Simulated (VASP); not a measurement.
# PtS2 (P-3m1) in VASP: further runs, part 2 of 2

VASP 6.6.1.

### 3 Vibrations by perturbation theory, PBEsol

Contents of INCAR:

```
SYSTEM = PtS2
PREC = Accurate
ENCUT = 520
EDIFF = 1E-8
ISMEAR = -1
SIGMA = 0.05
LREAL = .FALSE.
LASPH = .TRUE.
NELM = 60
ALGO = Normal
ISIF = 2
LWAVE = .FALSE.
LCHARG = .FALSE.
GGA = PS
IBRION = 8
NSW = 1
```

Contents of KPOINTS:

```
Automatic mesh
0
G
  9 9 5
  0 0 0
```

Contents of POSCAR:

```
PtS2
1.0
    3.5432000000      0.0000000000      0.0000000000
   -1.7716000000      3.0685012107      0.0000000000
    0.0000000000      0.0000000000      5.0388000000
Pt S
1 2
Direct
    0.0000000000      0.0000000000      0.0000000000
    0.6666666667      0.3333333333      0.7730000000
    0.3333333333      0.6666666667      0.2270000000
```

Potentials or basis: VASP PAW PBE potentials, release 64 (Pt, S).

The run is started by

```
> cat potpaw_PBE.64/Pt/POTCAR potpaw_PBE.64/S/POTCAR > POTCAR
> mpirun -np 1 vasp_std > vasp.out
```

OUTCAR:

```text
SYSTEM = PtS2
   PREC = Accurate
   ENCUT = 520
   EDIFF = 1E-8
   ISMEAR = -1
   LREAL = .FALSE.
   LASPH = .TRUE.
   NELM = 60
   ISIF = 2
   GGA = PS
   IBRION = 8
   NSW = 1

 ion  position               nearest neighbor table
   1  0.000  0.000  0.000-   2 2.34   3 2.34   2 2.34   3 2.34   2 2.34   3 2.34
   2  0.667  0.333  0.773-   1 2.34   1 2.34   1 2.34
   3  0.333  0.667  0.227-   1 2.34   1 2.34   1 2.34

  LATTYP: Found a hexagonal cell.
 ALAT       =     3.5432000000
 C/A-ratio  =     1.4221043125

  Lattice vectors:

 A1 = (   3.5432000000,   0.0000000000,   0.0000000000)
 A2 = (  -1.7716000000,   3.0685012107,   0.0000000000)
 A3 = (   0.0000000000,   0.0000000000,   5.0388000000)

Analysis of symmetry for initial positions (statically):
=====================================================================
 Subroutine PRICEL returns:
 Original cell was already a primitive cell.

 Routine SETGRP: Setting up the symmetry group for a
 hexagonal supercell.

 Subroutine GETGRP returns: Found 12 space group operations
 (whereof 12 operations were pure point group operations)
 out of a pool of 24 trial point group operations.

The static configuration has the point symmetry D_3d.

Analysis of symmetry for dynamics (positions and initial velocities):
=====================================================================
[... 635 lines left out ...]

[... ionic steps 2 to 3 ...]

--------------------------------------- Ionic step        4  -------------------------------------------

------------------------ aborting loop because EDIFF is reached ----------------------------------------
[... 11 lines left out ...]
[... ionic steps 8 to 8 ...]

--------------------------------------- Ionic step        9  -------------------------------------------

 Free energy of the ion-electron system (eV)
  ---------------------------------------------------
  ---------------------------------------------------
  free energy    TOTEN  =        -0.11779836 eV

  energy without entropy =       -0.11779838

------------------------ aborting loop because EDIFF is reached ----------------------------------------

 INTERNAL STRAIN TENSOR  FOR ION    2  DIRECTION 3   (eV/Angst):
 -----------------------------------------------------------------------------
    15.24515  0.00000  0.00000
     0.00000 15.24515  0.00000
     0.00000 -0.00000 14.93267

 INTERNAL STRAIN TENSOR FOR ION    3 for displacements in x,y,z  (eV/Angst):
          X           Y           Z          XY          YZ          ZX
  --------------------------------------------------------------------------------
  x     0.00000     0.00000     0.00000     8.10715     0.00000   -13.28671
  y     8.10715    -8.10715     0.00000     0.00000   -14.28242     0.00000
  z   -15.24515   -15.24515   -14.93267     0.00000     0.00000    -0.00000

 SECOND DERIVATIVES (NOT SYMMETRIZED)
 ------------------------------------
               1X          1Y          1Z          2X          2Y          2Z          3X          3Y          3Z
  1X   -19.895649    0.000000    0.000000    9.947824    0.000000    0.000000    9.947824    0.000000    0.000000
  1Y     0.000000  -19.895649    0.000000    0.000000    9.947824    0.000000    0.000000    9.947824    0.000000
  1Z    -0.000000   -0.000000  -20.865393    0.000000    0.000000   10.432697    0.000000    0.000000   10.432697
  2X     9.944930    0.000000    0.000000  -11.451499    0.000000    0.000000    1.506569    0.000000    0.000000
  2Y    -0.000000    9.944930    0.000000    0.000000  -11.451499    0.000000   -0.000000    1.506569   -0.000000
  2Z     0.000000    0.000000   10.431658    0.000000    0.000000  -12.337135    0.000000    0.000000    1.905477
  3X     9.944930    0.000000    0.000000    1.506569    0.000000    0.000000  -11.451499    0.000000    0.000000
  3Y    -0.000000    9.944930    0.000000   -0.000000    1.506569   -0.000000    0.000000  -11.451499    0.000000
  3Z     0.000000    0.000000   10.431658    0.000000    0.000000    1.905477    0.000000    0.000000  -12.337135

 Eigenvectors and eigenvalues of the dynamical matrix
 ----------------------------------------------------

   1 f  =   10.418931 THz    65.464073 2PiTHz  347.538123 cm-1    43.089216 meV
             X         Y         Z           dx          dy          dz
      0.000000  0.000000  0.000000     0.000000   -0.000000   -0.000000
      1.771600  1.022834  3.894992     0.000000    0.000000   -0.707107
     -0.000000  2.045667  1.143808    -0.000000    0.000000    0.707107
[... 43 lines left out ...]
   9 f/i=    0.000630 THz     0.003959 2PiTHz    0.021020 cm-1     0.002606 meV
             X         Y         Z           dx          dy          dz
      0.000000  0.000000  0.000000    -0.841184    0.211998    0.000000
      1.771600  1.022834  3.894992    -0.341091    0.085963    0.000000
     -0.000000  2.045667  1.143808    -0.341091    0.085963    0.000000

--------------------------------------------------------------------------------------------------------

 ELASTIC MODULI CONTR FROM IONIC RELAXATION (kBar)
 Direction    XX          YY          ZZ          XY          YZ          ZX
 --------------------------------------------------------------------------------
 XX       -1251.1561   -657.7970   -934.9125      0.0000    522.6625     -0.0000
 YY        -657.7970  -1251.1561   -934.9125     -0.0000   -522.6625      0.0000
 ZZ        -934.9125   -934.9125   -915.7495      0.0000     -0.0000     -0.0000
 XY           0.0000     -0.0000      0.0000   -296.6796     -0.0000    486.2245
 YZ         522.6625   -522.6625     -0.0000     -0.0000   -920.7783      0.0000
 ZX          -0.0000      0.0000     -0.0000    486.2245      0.0000   -796.8674
 --------------------------------------------------------------------------------
```

stdout:

```text
POSCAR found type information on POSCAR PtS
 POSCAR found :  2 types and       3 ions
 scaLAPACK will be used
 -----------------------------------------------------------------------------
|                                                                             |
|                                                                             |
|     You enforced a specific xc type in the INCAR file but a different       |
|     I HOPE YOU KNOW WHAT YOU ARE DOING!                                     |
|                                                                             |
 -----------------------------------------------------------------------------

 LDA part: xc-table for (Slater+PW92), standard interpolation
 POSCAR, INCAR and KPOINTS ok, starting setup
 FFT: planning ... GRIDC
 FFT: planning ... GRID_SOFT
 FFT: planning ... GRID
 WAVECAR not read
 entering main loop
 Linear response reoptimize wavefunctions to high precision
 Linear response DOF=           4
 Linear response progress:
 first order change of Fermi-energy  -0.18775E-03
 force on displaced ion       1 direction 1 : -19.896   0.000   0.000
 Linear response progress:
 first order change of Fermi-energy  -0.42573E-03
 force on displaced ion       1 direction 3 :   0.000  -0.000 -20.865
 Linear response progress:
 first order change of Fermi-energy  -0.77610E-04
 force on displaced ion       2 direction 1 : -11.451  -0.001  -0.000
 Linear response progress:
 first order change of Fermi-energy   0.51300E+00
 force on displaced ion       2 direction 3 :   0.000  -0.000 -12.337
 Linear response finished
```

It took 5.3 min on 1 thread of Intel Xeon 6975P-C (Granite Rapids), shared host; peak memory 0.55 GiB.

Results:

```yaml
Highest_phonon_frequency_at_Γ_LO-TO_splitting_left_out: 348 cm⁻¹
```

Phonon frequencies in cm⁻¹ (negative: imaginary):
```tsv
q point	frequencies
(0.000, 0.000, 0.000)	0 0 0 331 331 335 335 343 348
```

Caveat: the cell stands under pressure or tension, which shifts response properties; spin-orbit coupling is left out, which moves the levels of the heavy elements.
